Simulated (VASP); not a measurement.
A run of VASP 6.6.1 is set up as follows.

File INCAR:

```
ALGO = Normal
EDIFF = 1E-7
ENCUT = 520
GGA = PE
ISIF = 2
ISMEAR = 0
LASPH = True
LCHARG = False
LREAL = Auto
LWAVE = False
NBANDS = 84
NELM = 100
PREC = Accurate
SIGMA = 0.02
```

File KPOINTS:

```
k-points
0
Gamma
  3 3 4
```

Contents of POSCAR:

```
Li2AlF5
1.0
    6.2161750000      0.6276510000     -0.8821760000
    0.6419160000      7.8949830000     -0.0439770000
   -0.9029680000     -0.0709450000      5.8295980000
Al F Li
3 15 6
Direct
    0.5538918748      0.4671256723      0.4028751913
    0.0371705909      0.1248289684      0.8406287245
    0.6012910476      0.9189218681      0.9139100503
    0.7464133496      0.1060156192      0.8748188246
    0.6754033847      0.9854735563      0.2251949736
    0.8544327311      0.7578100174      0.9764130201
    0.4411117833      0.7764398050      0.9668912890
    0.5422399173      0.8990685227      0.6010553864
    0.7598083879      0.5929267121      0.3896056476
    0.4413638673      0.2812491000      0.4573767780
    0.0300538865      0.9217633029      0.6992144441
    0.0146294988      0.3193718425      0.0010366221
    0.6109019579      0.3622897413      0.1434435176
    0.3405577335      0.1134210924      0.8549574793
    0.3010791687      0.6025636718      0.2791964762
    0.1403881473      0.0162783633      0.1427876748
    0.6042193554      0.4968958316      0.7127983458
    0.9288873098      0.2354163562      0.5601526910
    0.1741379939      0.7724292519      0.0423099844
    0.4168426633      0.0621609606      0.3505352113
    0.8051006647      0.8115034913      0.4957135310
    0.8017628512      0.5279663854      0.0274282631
    0.8746893327      0.1644548036      0.2470400445
    0.4908357664      0.3082005014      0.8046300734
```

Potentials or basis: VASP PAW PBE potentials, release 64 (Al, F, Li_sv).

Launch:

```sh
$ cat potpaw_PBE.64/Al/POTCAR potpaw_PBE.64/F/POTCAR potpaw_PBE.64/Li_sv/POTCAR > POTCAR
$ mpirun -np 1 vasp_std > vasp.out
```

Problem. Predict the largest force.

Solution. 0.055 eV/Å.

Problem. What does it give for the band gap on the k mesh?

Solution. 7.12 eV (least direct gap 7.17 eV).

Forces in eV/Å, atoms in the order of the input:
```
Al   0.013 -0.012 -0.004
Al   0.014  0.016  0.006
Al   0.010  0.033 -0.006
F   -0.001  0.005 -0.002
F    0.008  0.007  0.019
F    0.026 -0.009 -0.005
F   -0.039 -0.031  0.021
F   -0.001  0.003 -0.030
F    0.024  0.010 -0.005
F   -0.011 -0.021  0.016
F   -0.004 -0.030 -0.001
F   -0.010  0.015  0.011
F    0.015 -0.014 -0.026
F    0.001 -0.005 -0.003
F   -0.041  0.031 -0.020
F    0.004 -0.007  0.013
F    0.015  0.003  0.041
F   -0.013  0.016 -0.030
Li  -0.009 -0.017  0.000
Li   0.008 -0.001 -0.003
Li   0.010  0.007 -0.009
Li   0.003  0.006  0.007
Li  -0.014  0.000 -0.001
Li  -0.007 -0.006  0.011
```
